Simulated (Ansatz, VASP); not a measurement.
## KTaO3 in VASP and in Ansatz

```
K Ta O
1.0
     3.98830    0.00000    0.00000
     0.00000    3.98830    0.00000
     0.00000    0.00000    4.06807
K Ta O
1 1 3
Direct
  0.50000 0.50000 0.50000
  0.00000 0.00000 0.00000
  0.50000 0.00000 0.00000
  0.00000 0.50000 0.00000
  0.00000 0.00000 0.50000
```

Change from the starting cell: zz strain of +2 %.

Alike in both runs: task single point; functional LDA; k mesh 5 × 5 × 5; occupations fermi-dirac, width 0.01 eV; no spin polarisation.

|  | VASP | Ansatz |
| --- | --- | --- |
| version | VASP 6.6.1 | Ansatz 0.2.0 |
| potentials or method | VASP PAW LDA potentials, release 64 (K_sv, Ta_pv, O), cutoff 520 eV | all-electron LAPW, scalar-relativistic |

|  | VASP | Ansatz | Ansatz less VASP |
| --- | --- | --- | --- |
| gap on the k mesh at the Fermi level (eV) | 2.07 | 2.13 | +0.057 |
| pressure (GPa) | -8.0 | -9.0 | -0.98 |
| traceless stress, the component that is largest in VASP (GPa) | -4.41 | -4.30 | +0.110 |

LDA's correlation is that of Perdew and Zunger in VASP and of Perdew and Wang (1992) in Ansatz. Ansatz ran all-electron here, and VASP with PAW potentials.

Spin-orbit coupling is off throughout.
